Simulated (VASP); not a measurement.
# Ga (Cmce) in VASP: notebook

Runs on Ga. Level: LDA. Tasks: single point.

Everything below comes from runs of VASP 6.6.1. Logs are shortened: lines on timing, memory, paths and dates and some standing lists are left out, and cuts for length are marked.

### 1 The cell of the first run

The structure is orthorhombic, space group Cmce (No. 64). The conventional cell has a = 4.556 Å, b = 7.681 Å, c = 4.575 Å, α = 90.00°, β = 90.00°, γ = 90.00°. Ga (site symmetry m) has 7 Ga at 2.53 to 2.80 Å within 3.3 Å.

### 2 Single point, LDA (20.01 Å³/atom)

The input, INCAR:

```
SYSTEM = Ga
PREC = Accurate ; ENCUT = 520
EDIFF = 1E-6 ; ISMEAR = 0
SIGMA = 0.1 ; LREAL = .FALSE.
LASPH = .TRUE. ; NELM = 100
ALGO = Fast ; ISIF = 2
LWAVE = .FALSE. ; LCHARG = .FALSE.
GGA = CA ; NBANDS = 34
```

The input, KPOINTS:

```
regular mesh
0
G
  12 12 10
  0 0 0
```

The input, POSCAR:

```
Ga
1.0
    2.2780196205     -3.8403632987      0.0000000000
    2.2780196205      3.8403632987      0.0000000000
    0.0000000000      0.0000000000      4.5753790865
Ga
4
Direct
    0.6567878751      0.3432121249      0.4156715188
    0.8432121249      0.1567878751      0.9156715188
    0.3432121249      0.6567878751      0.5843284812
    0.1567878751      0.8432121249      0.0843284812
```

Potentials or basis: VASP PAW LDA potentials, release 64 (Ga_d).

On the command line:

```bash
$ cat potpaw_LDA.64/Ga_d/POTCAR > POTCAR
$ mpirun -np 1 vasp_std > vasp.out
```

OUTCAR:

```text
SYSTEM = Ga
   PREC = Accurate
   ENCUT = 520
   EDIFF = 1E-6
   ISMEAR = 0
   LREAL = .FALSE.
   LASPH = .TRUE.
   NELM = 100
   ISIF = 2
   GGA = CA

 ion  position               nearest neighbor table
   1  0.657  0.343  0.416-   3 2.53   2 2.70   2 2.70   4 2.74   4 2.74   3 2.80   3 2.80
   2  0.843  0.157  0.916-   4 2.53   1 2.70   1 2.70   3 2.74   3 2.74   4 2.80   4 2.80
   3  0.343  0.657  0.584-   1 2.53   4 2.70   4 2.70   2 2.74   2 2.74   1 2.80   1 2.80
   4  0.157  0.843  0.084-   2 2.53   3 2.70   3 2.70   1 2.74   1 2.74   2 2.80   2 2.80

  LATTYP: Found a base centered orthorhombic cell.
 ALAT       =     4.5560392410
 B/A-ratio  =     1.6858341623
 C/A-ratio  =     1.0042448812

  Lattice vectors:

 A1 = (   2.2780196205,  -3.8403632987,   0.0000000000)
 A2 = (   2.2780196205,   3.8403632987,   0.0000000000)
 A3 = (   0.0000000000,   0.0000000000,   4.5753790865)

Analysis of symmetry for initial positions (statically):
=====================================================================
 Subroutine PRICEL returns:
 Original cell was already a primitive cell.

 Routine SETGRP: Setting up the symmetry group for a
 base centered orthorhombic supercell.

 Subroutine GETGRP returns: Found  8 space group operations
 (whereof  4 operations were pure point group operations)
 out of a pool of  8 trial point group operations.

The static configuration has the point symmetry C_2h.
 The point group associated with its full space group is D_2h.

Analysis of symmetry for dynamics (positions and initial velocities):
=====================================================================
 Subroutine PRICEL returns:
 Original cell was already a primitive cell.

 Routine SETGRP: Setting up the symmetry group for a
 base centered orthorhombic supercell.

 Subroutine GETGRP returns: Found  8 space group operations
 (whereof  4 operations were pure point group operations)
 out of a pool of  8 trial point group operations.

The dynamic configuration has the point symmetry C_2h.
 The point group associated with its full space group is D_2h.

 Subroutine INISYM returns: Found  8 space group operations
 (whereof  4 operations are pure point group operations),
 and found     1 'primitive' translations

----------------------------------------------------------------------------------------

                                     Primitive cell

  volume of cell :      80.0547

  direct lattice vectors                    reciprocal lattice vectors
     2.278019620 -3.840363299  0.000000000     0.219488891 -0.130196016  0.000000000
     2.278019620  3.840363299  0.000000000     0.219488891  0.130196016  0.000000000
     0.000000000  0.000000000  4.575379086     0.000000000  0.000000000  0.218561125

  length of vectors
     4.465172299  4.465172299  4.575379086     0.255198699  0.255198699  0.218561125

  position of ions in fractional coordinates (direct lattice)
     0.656787875  0.343212125  0.415671519
     0.843212125  0.156787875  0.915671519
     0.343212125  0.656787875  0.584328481
     0.156787875  0.843212125  0.084328481

  ion indices of the primitive-cell ions
   primitive index   ion index
                 1           1
                 2           2
                 3           3
                 4           4

----------------------------------------------------------------------------------------

 KPOINTS: regular mesh

Automatic generation of k-mesh.
 Grid dimensions read from file:
 generate k-points for:   12   12   10

 Generating k-lattice:

  Cartesian coordinates                     Fractional coordinates (reciprocal lattice)
     0.018290741 -0.010849668  0.000000000     0.083333333 -0.000000000  0.000000000
     0.018290741  0.010849668  0.000000000    -0.000000000  0.083333333  0.000000000
     0.000000000  0.000000000  0.021856112     0.000000000  0.000000000  0.100000000

  Length of vectors
     0.021266558  0.021266558  0.021856112

  Shift w.r.t. Gamma in fractional coordinates (k-lattice)
     0.000000000  0.000000000  0.000000000

 Subroutine IBZKPT returns following result:
 ===========================================

 Found    258 irreducible k-points:

 Following reciprocal coordinates:
            Coordinates               Weight
  0.000000  0.000000  0.000000      1.000000
  0.083333  0.000000  0.000000      4.000000
  0.166667 -0.000000  0.000000      4.000000
  0.250000  0.000000  0.000000      4.000000
  0.333333 -0.000000  0.000000      4.000000
  0.416667 -0.000000  0.000000      4.000000
[... 16 lines left out ...]
  0.500000  0.166667  0.000000      4.000000
 -0.416667  0.166667  0.000000      4.000000
 [... further k-points ...]
   k-points           NKPTS =    258   k-points in BZ     NKDIM =    258   number of bands    NBANDS=     34
   number of dos      NEDOS =    301   number of ions     NIONS =      4
   total plane-waves  NPLWV =  46656
   dimension x,y,z NGX =    36 NGY =   36 NGZ =   36
   dimension x,y,z NGXF=    72 NGYF=   72 NGZF=   72
   ions per type =               4
   NGX,Y,Z   is equivalent  to a cutoff of  13.40, 13.40, 13.08 a.u.
   NGXF,Y,Z  is equivalent  to a cutoff of  26.81, 26.81, 26.16 a.u.
 SYSTEM =  Ga
   PREC   = accura    normal or accurate (medium, high low for compatibility)
   ISTART =      0    job   : 0-new  1-cont  2-samecut
   ICHARG =      2    charge: 1-file 2-atom 10-const
   ISPIN  =      1    spin polarized calculation?
   LNONCOLLINEAR =      F non collinear calculations
   LSORBIT =      F    spin-orbit coupling
   LASPH  =      T    aspherical Exc in radial PAW
   ENCUT  =  520.0 eV  38.22 Ry    6.18 a.u.   8.30  8.30  8.51*2*pi/ulx,y,z
   NELM   =    100;   NELMIN=  2; NELMDL= -5     # of ELM steps
   EDIFF  = 0.1E-05   stopping-criterion for ELM
   LREAL  =      F    real-space projection
   EDIFFG = 0.1E-04   stopping-criterion for IOM
   NSW    =      0    number of steps for IOM
   IBRION =     -1    ionic relax: 0-MD 1-quasi-New 2-CG
   NFREE  =      0    steps in history (QN), initial steepest desc. (CG)
   ISIF   =      2    stress and relaxation
   ISYM   =      2    0-nonsym 1-usesym 2-fastsym
   POTIM  = 0.5000    time-step for ionic-motion
   TEBEG  =    0.0;   TEEND  =   0.0 temperature during run
   PSTRESS=    0.0 pullay stress
   NELECT =      52.0000    total number of electrons
   NUPDOWN=      -1.0000    fix difference up-down
   EMIN   =  10.00;   EMAX   =-10.00  energy-range for DOS
   EFERMI =   0.00;   METHOD = LEGACY
   ISMEAR =     0;   SIGMA  =   0.10  broadening in eV -4-tet -1-fermi 0-gaus
   EFERMI_NEDOS =   21; number of points for ismear=-14 and -15
   IALGO  =     68    algorithm
   IMIX   =      4    mixing-type and parameters
     AMIX     =   0.40;   BMIX     =  1.00
     AMIX_MAG =   1.60;   BMIX_MAG =  1.00
  volume/ion in A,a.u.               =      20.01       135.06
  Fermi-wavevector in a.u.,A,eV,Ry     =   1.417796  2.679245 27.349679  2.010145
  Thomas-Fermi vector in A             =   2.538988
   LORBIT       =      0    0 simple, 1 ext, 2 COOP (PROOUT), +10 PAW based schemes
   GGA     = CA    functional components
   LHFCALC =     F    Hartree Fock is set to
   AEXX    =    0.0000 exact exchange contribution
   IVDW    =     0    specifies the selected vdW correction
   LEPSILON=     F    determine dielectric tensor
   LRPA    =     F    only Hartree local field effects (RPA)
 non-spin polarized calculation
 RMM-DIIS sequential band-by-band and
 Gauss-broadening in eV      SIGMA  =   0.10
  energy-cutoff  :      520.00
  volume of cell :       80.05
 maximum number of plane-waves:      2181
 NGX is ok and might be reduce to    36
   NGX = 17   NGY = 17   NGZ = 17

 number of electron      52.0000015 magnetization

 Free energy of the ion-electron system (eV)
  ---------------------------------------------------
  ext. energy  EPLUGINS =         0.00000000
  ---------------------------------------------------
  free energy    TOTEN  =       -14.33898525 eV

  energy without entropy =      -14.33433779  energy(sigma->0) =      -14.33666152

 E-fermi :   4.5346     XC(G=0): -10.8642

 val. band max:        4.5167097856   @ k =   0.2500   0.2500   0.1000
 cond. band min:       4.5428937920   @ k =  -0.3333   0.3333   0.2000
 fundamental gap:      0.0261840063
 Fermi energy:         4.5346358499

 k-point     1 :       0.0000    0.0000    0.0000
  band No.  band energies     occupation
      1     -10.6166      2.00000
      2     -10.6065      2.00000
      3     -10.5785      2.00000
      4     -10.5656      2.00000
      5     -10.5460      2.00000
      6     -10.5233      2.00000
[... 26 lines left out ...]
     33      11.2905      0.00000
     34      12.5859      0.00000

 k-point     2 :       0.0833    0.0000    0.0000
  band No.  band energies     occupation
      1     -10.6178      2.00000
      2     -10.6037      2.00000
      3     -10.5806      2.00000
      4     -10.5681      2.00000
      5     -10.5410      2.00000
      6     -10.5216      2.00000
[... 26 lines left out ...]
     33      11.5430      0.00000
     34      11.5607      0.00000

 k-point     3 :       0.1667   -0.0000    0.0000
  band No.  band energies     occupation
      1     -10.6195      2.00000
      2     -10.5961      2.00000
      3     -10.5868      2.00000
      4     -10.5740      2.00000
      5     -10.5321      2.00000
      6     -10.5126      2.00000
[... 26 lines left out ...]
     33      10.9990      0.00000
     34      11.7872      0.00000

 k-point     4 :       0.2500    0.0000    0.0000
  band No.  band energies     occupation
      1     -10.6194      2.00000
      2     -10.5935      2.00000
      3     -10.5891      2.00000
      4     -10.5763      2.00000
      5     -10.5300      2.00000
      6     -10.5036      2.00000
[... 26 lines left out ...]
     33      10.6046      0.00000
     34      11.5613      0.00000

 k-point     5 :       0.3333   -0.0000    0.0000
  band No.  band energies     occupation
      1     -10.6189      2.00000
      2     -10.5944      2.00000
      3     -10.5931      2.00000
      4     -10.5653      2.00000
      5     -10.5330      2.00000
      6     -10.5306      2.00000
[... 621 lines left out ...]
 k-point    22 :       0.4167    0.1667    0.0000
  band No.  band energies     occupation
      1     -10.6417      2.00000
      2     -10.6143      2.00000
      3     -10.5806      2.00000
      4     -10.5585      2.00000
      5     -10.5487      2.00000
      6     -10.4993      2.00000
[... 26 lines left out ...]
     33      11.3744      0.00000
     34      13.1210      0.00000

 k-point    23 :       0.5000    0.1667    0.0000
  band No.  band energies     occupation
      1     -10.6372      2.00000
      2     -10.6235      2.00000
      3     -10.5749      2.00000
      4     -10.5526      2.00000
      5     -10.5446      2.00000
      6     -10.5023      2.00000
[... 26 lines left out ...]
     33      11.7141      0.00000
     34      13.2917      0.00000

 k-point    24 :      -0.4167    0.1667    0.0000
  band No.  band energies     occupation
      1     -10.6294      2.00000
      2     -10.6273      2.00000
      3     -10.5665      2.00000
      4     -10.5604      2.00000
      5     -10.5483      2.00000
      6     -10.5030      2.00000
[... 26 lines left out ...]
     33      11.6979      0.00000
     34      12.6665      0.00000

 [... further k-points ...]

------------------------ aborting loop because EDIFF is reached ----------------------------------------

  FORCE on cell =-STRESS in cart. coord.  units (eV):
  Direction    XX          YY          ZZ          XY          YZ          ZX
  --------------------------------------------------------------------------------------
  -------------------------------------------------------------------------------------
  Total       -2.2114219     -2.1992293     -2.2469212      0.0000000     -0.0000000      0.0000000
  in kB      -44.2583624    -44.0143456    -44.9688296      0.0000000     -0.0000000      0.0000000
  external PRESSURE =     -44.4138458 kB  Pullay stress =       0.0000000 kB

 VOLUME and BASIS-vectors are now :
 -----------------------------------------------------------------------------
  energy-cutoff  :      520.00
  volume of cell :       80.05
      direct lattice vectors                 reciprocal lattice vectors
     2.278019620 -3.840363299  0.000000000     0.219488891 -0.130196016  0.000000000
     2.278019620  3.840363299  0.000000000     0.219488891  0.130196016  0.000000000
     0.000000000  0.000000000  4.575379086     0.000000000  0.000000000  0.218561125

 POSITION                                       TOTAL-FORCE (eV/Angst)
 -----------------------------------------------------------------------------------
      2.27802     -1.20424      1.90185         0.000000     -0.002382      0.005296
      2.27802     -2.63612      4.18954         0.000000      0.002382      0.005296
      2.27802      1.20424      2.67352         0.000000      0.002382     -0.005296
      2.27802      2.63612      0.38583         0.000000     -0.002382     -0.005296
 -----------------------------------------------------------------------------------
    total drift:                               -0.000000      0.000000      0.000000

  FREE ENERGIE OF THE ION-ELECTRON SYSTEM (eV)
  ---------------------------------------------------
  free  energy   TOTEN  =       -14.3389852498 eV

  energy  without entropy=      -14.3343377927  energy(sigma->0) =      -14.33666152
```

Run time: 5.7 min. Hardware: 1 thread of AMD EPYC 9R45 (Zen 5), shared host; peak memory 0.51 GiB.

What came out:

| Quantity | Value |
| --- | --- |
| Free energy | -14.3390 eV |
| Pressure | -4.4 GPa |
| Largest force | 0.006 eV/Å |
| Band gap on the k mesh | zero (bands 26 and 27 overlap by 1.41 eV) |

Forces on the atoms (eV/Å):
```
Ga   0.000 -0.002  0.005
Ga   0.000  0.002  0.005
Ga   0.000  0.002 -0.005
Ga   0.000 -0.002 -0.005
```

Caveat: the cell stands under tension.

### 3 Single point, LDA (18.91 Å³/atom)

This run uses another cell than the first one, of 18.91 Å³/atom.

The input, INCAR:

```
SYSTEM = Ga
  ALGO = Fast
  EDIFF = 1E-7
  ENCUT = 520
  GGA = CA
  ISIF = 2
  ISMEAR = 0
  LASPH = .True.
  LCHARG = .False.
  LREAL = .False.
  LWAVE = .False.
  NBANDS = 34
  NELM = 100
  PREC = Accurate
  SIGMA = 0.1
```

The input, KPOINTS:

```
k-points
0
Gamma
  12 12 10
  0 0 0
```

The input, POSCAR:

```
Ga
1.0
    2.2322662220     -3.7765112429      0.0000000000
    2.2322662220      3.7765112429      0.0000000000
    0.0000000000      0.0000000000      4.4867390417
Ga
4
Direct
    0.6562723313      0.3437276687      0.4154408509
    0.8437276687      0.1562723313      0.9154408509
    0.3437276687      0.6562723313      0.5845591491
    0.1562723313      0.8437276687      0.0845591491
```

Potentials or basis: VASP PAW LDA potentials, release 64 (Ga_d).

On the command line:

```bash
$ cat potpaw_LDA.64/Ga_d/POTCAR > POTCAR
$ mpirun -np 1 vasp_std > vasp.out
```

Run time: 16 min. Hardware: 1 thread of Intel Xeon 8259CL, shared host; peak memory 0.52 GiB.

Results (log left out):

| Quantity | Value |
| --- | --- |
| Free energy | -14.4248 eV |
| Pressure | -1.6 GPa |
| Band gap on the k mesh | zero (bands 26 and 27 overlap by 1.42 eV) |

Stress tensor (GPa, compression positive):
```
-1.60  0.00  0.00
 0.00 -1.52  0.00
 0.00  0.00 -1.67
```

Levels at points of the mesh, in eV from the Fermi level:
```
           k point  band 22  band 23  band 24  band 25  band 26  band 27  band 28  band 29  band 30  band 31
(0.00, 0.00, 0.00)    -4.25    -3.80    -1.74    -1.68    -0.66     0.97     1.09     1.14     5.22     5.52
(0.50, 0.00, 0.00)    -8.73    -3.42    -3.42    -1.39    -1.39     0.79     0.79     4.29     4.29     5.48
(0.50, 0.50, 0.00)    -7.33    -4.12    -3.33    -1.74    -1.55     1.15     1.25     3.45     3.89     4.35
(0.00, 0.00, 0.50)    -9.36    -0.05    -0.05     0.01     0.01     0.15     0.15     2.15     2.15     4.06
(0.50, 0.00, 0.50)    -7.25    -6.36    -6.36    -1.50    -1.50     0.61     0.61     7.37     7.37     7.96
(0.50, 0.50, 0.50)    -7.68    -5.39    -5.39    -1.28    -1.28    -0.92    -0.92     6.81     6.81     8.14
```

### 4 Single point, LDA (19.46 Å³/atom)

This run uses another cell than the first one, of 19.46 Å³/atom.

The input, INCAR:

```
SYSTEM = Ga
ALGO = Fast
EDIFF = 1E-6
ENCUT = 520
ISIF = 2
ISMEAR = 0
LASPH = .TRUE.
LCHARG = .FALSE.
LREAL = .FALSE.
LWAVE = .FALSE.
NBANDS = 34
NELM = 100
PREC = Accurate
SIGMA = 0.1
```

The input, KPOINTS:

```
k-points
0
G
  12 12 10
  0 0 0
```

The input, POSCAR:

```
Ga
1.0
    2.2552547301     -3.8092649782      0.0000000000
    2.2552547301      3.8092649782      0.0000000000
    0.0000000000      0.0000000000      4.5310560524
Ga
4
Direct
    0.6564975615      0.3435024385      0.4155162603
    0.8435024385      0.1564975615      0.9155162603
    0.3435024385      0.6564975615      0.5844837397
    0.1564975615      0.8435024385      0.0844837397
```

On the command line:

```bash
$ cat potpaw_LDA.64/Ga_d/POTCAR > POTCAR
$ mpirun -np 1 vasp_std > vasp.out
```

It took 14 min on 1 thread of Intel Xeon 8259CL, shared host; peak memory 0.53 GiB.

It converged, with:

- Free energy: -14.3915 eV
- Pressure: -3.2 GPa
- Largest force: 0.004 eV/Å
- Band gap on the k mesh: zero (bands 26 and 27 overlap by 1.42 eV)

Forces on the atoms (eV/Å):
```
Ga   0.000 -0.002  0.004
Ga   0.000  0.002  0.004
Ga   0.000  0.002 -0.004
Ga   0.000 -0.002 -0.004
```

Levels at points of the mesh, in eV from the Fermi level:
```csv
k point,band 24,band 25,band 26,band 27,band 28,band 29
"(0.00, 0.00, 0.00)",-1.77,-1.68,-0.60,0.97,1.05,1.16
"(0.50, 0.00, 0.00)",-3.40,-1.35,-1.35,0.77,0.77,4.18
"(0.50, 0.50, 0.00)",-3.23,-1.78,-1.50,1.16,1.28,3.30
"(0.00, 0.00, 0.50)",-0.19,0.03,0.03,0.16,0.16,2.11
"(0.50, 0.00, 0.50)",-6.24,-1.44,-1.44,0.59,0.59,7.18
"(0.50, 0.50, 0.50)",-5.29,-1.22,-1.22,-0.93,-0.93,6.63
```

Caveat: the cell stands under tension.

### 5 The runs side by side

| cell | further INCAR settings | gap on the mesh (eV) | pressure (GPa) |
| --- | --- | --- | --- |
| a = 4.465, b = 4.465, c = 4.575 Å, angles 90.0, 90.0, 118.6°, 4 atoms | ALGO = Fast; EDIFF = 1e-06; NBANDS = 34 | none | -4.4 |
| a = 4.387, b = 4.387, c = 4.487 Å, angles 90.0, 90.0, 118.8°, 4 atoms | ALGO = Fast; EDIFF = 1e-07; NBANDS = 34 | none | -1.6 |
| a = 4.427, b = 4.427, c = 4.531 Å, angles 90.0, 90.0, 118.7°, 4 atoms | ALGO = Fast; EDIFF = 1e-06; NBANDS = 34 | none | -3.2 |

Alike in all rows: task single point; level LDA; potentials or basis VASP PAW LDA potentials, release 64 (Ga_d); no spin polarisation; k mesh 12 × 12 × 10; cutoff (eV) 520; smearing gaussian 0.1 eV.

Caveats: the cell stands under tension (at least some runs).

Total energies depend on the potentials used, so only differences within one code and one set of settings carry meaning.
